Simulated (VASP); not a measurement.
Input of a VASP 6.6.1 run:

The input POSCAR:

```
SiC
1.0
    3.1983704888      0.0000000000      0.0000000000
   -1.5991852444      2.7698700940      0.0000000000
    0.0000000000      0.0000000000      5.0174184257
Si C
2 2
Direct
    0.3333333333      0.6666666667     -0.0022074564
    0.6666666667      0.3333333333      0.4977925436
    0.3333333333      0.6666666667      0.3772074564
    0.6666666667      0.3333333333      0.8772074564
```

File INCAR.step1:

```
SYSTEM = SiC
  PREC = Accurate
  ENCUT = 520
  EDIFF = 1E-5
  ISMEAR = 0
  SIGMA = 0.01
  LREAL = .False.
  LASPH = .True.
  NELM = 100
  ALGO = Normal
  ISIF = 2
  LWAVE = .True.
  LCHARG = .False.
  NBANDS = 16
  GGA = PE
```

INCAR.step2

```
SYSTEM = SiC
  PREC = Accurate
  ENCUT = 520
  EDIFF = 1E-6
  ISMEAR = 0
  SIGMA = 0.01
  LREAL = .False.
  LASPH = .True.
  NELM = 100
  ALGO = Normal
  ISIF = 2
  LWAVE = .False.
  LCHARG = .False.
  GGA = PE
  LHFCALC = .True.
  HFSCREEN = 0.2079
  PRECFOCK = Normal
  NBANDS = 16
  ISTART = 1
```

Contents of KPOINTS:

```
regular mesh
0
Gamma
  6 6 4
  0 0 0
```

Potentials or basis: VASP PAW PBE potentials, release 64 (Si, C).

Run with:

```console
$ cat potpaw_PBE.64/Si/POTCAR potpaw_PBE.64/C/POTCAR > POTCAR
$ cp INCAR.step1 INCAR
$ mpirun -np 1 vasp_std > vasp.out
$ cp INCAR.step2 INCAR
$ mpirun -np 1 vasp_std > vasp.out
```

Problem. What does it give for the band gap on the k mesh?

Solution. 3.13 eV (least direct gap 4.48 eV).

Problem. Estimate the largest force.

Solution. 0.035 eV/Å.

Problem. Estimate the pressure.

Solution. -15.7 GPa.

Forces on the atoms (eV/Å):
```
Si   0.000  0.000 -0.035
Si   0.000  0.000 -0.035
C    0.000  0.000  0.035
C    0.000  0.000  0.035
```

Caveat: the cell differs from its parent crystal (epitaxial xy strain +4.0%); the cell stands under tension; the PAW data sets were made with another functional, which shifts forces and pressure a little. A k mesh can miss the band edges.
